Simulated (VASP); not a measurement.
Input of a VASP 6.6.1 run:

File INCAR:

```
SYSTEM = Nb
PREC = Accurate
ENCUT = 600
EDIFF = 1E-7
ISMEAR = -1
SIGMA = 0.05
LREAL = .False.
LASPH = .True.
NELM = 60
ALGO = Fast
ISIF = 3
LWAVE = .False.
LCHARG = .False.
GGA = PE
IVDW = 12
IBRION = 2
NSW = 60
EDIFFG = -0.01
```

Contents of KPOINTS:

```
Automatic mesh
0
Gamma
  11 11 11
  0 0 0
```

File POSCAR:

```
Nb
1.0
    0.0000000000      2.1150000000      2.1150000000
    2.1150000000      0.0000000000      2.1150000000
    2.1150000000      2.1150000000      0.0000000000
Nb
1
Direct
    0.0000000000      0.0000000000      0.0000000000
```

Potentials or basis: VASP PAW PBE potentials, release 64 (Nb_sv).

Launch:

```console
$ cat potpaw_PBE.64/Nb_sv/POTCAR > POTCAR
$ mpirun -np 1 vasp_std > vasp.out
```

(1) What does it give for the relaxed cell?

(2) Estimate the dispersion energy per atom.

(3) Predict the band gap on the k mesh.

## Answers

(1) a = 2.939 Å, b = 2.939 Å, c = 2.939 Å, α = 60.00°, β = 60.00°, γ = 60.00°.

(2) -0.739 eV.

(3) zero (an odd number of electrons rules out a gap without spin polarisation).
